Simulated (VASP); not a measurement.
Here is a VASP 6.6.1 calculation.

The input INCAR:

```
PREC = Accurate
ENCUT = 520
EDIFF = 1E-6
ISMEAR = -5
SIGMA = 0.05
LREAL = F
LASPH = T
NELM = 80
ALGO = Normal
ISIF = 2
LWAVE = F
LCHARG = F
GGA = B5
ALDAX = 1.0
AGGAX = 1.0
AGGAC = 1.0
ALDAC = 0.0
NBANDS = 10
```

The input KPOINTS:

```
regular mesh
0
Gamma
  13 13 13
```

The input POSCAR:

```
Br
1.0
   -1.4674985806      1.4268111121      3.5372839529
    1.4429649256     -1.5036937003      3.5581134971
    1.4627590209      1.4989531274     -3.5678752880
Br
1
Direct
    0.0000000000      0.0000000000      0.0000000000
```

Potentials or basis: VASP PAW PBE potentials, release 64 (Br).

The run is started by

```bash
$ cat potpaw_PBE.64/Br/POTCAR > POTCAR
$ mpirun -np 1 vasp_std > vasp.out
```

Estimate the pressure.

1.9 GPa.

Stress tensor (GPa, compression positive):
```
 0.78 -0.03  0.03
-0.03  1.89  0.09
 0.03  0.09  3.02
```

Caveat: the PAW data sets were made with another functional, which shifts forces and pressure a little; an odd number of electrons without spin polarisation forces a metal; a magnetic or distorted state may lie lower; tetrahedron occupations give inexact forces and stress in metals.
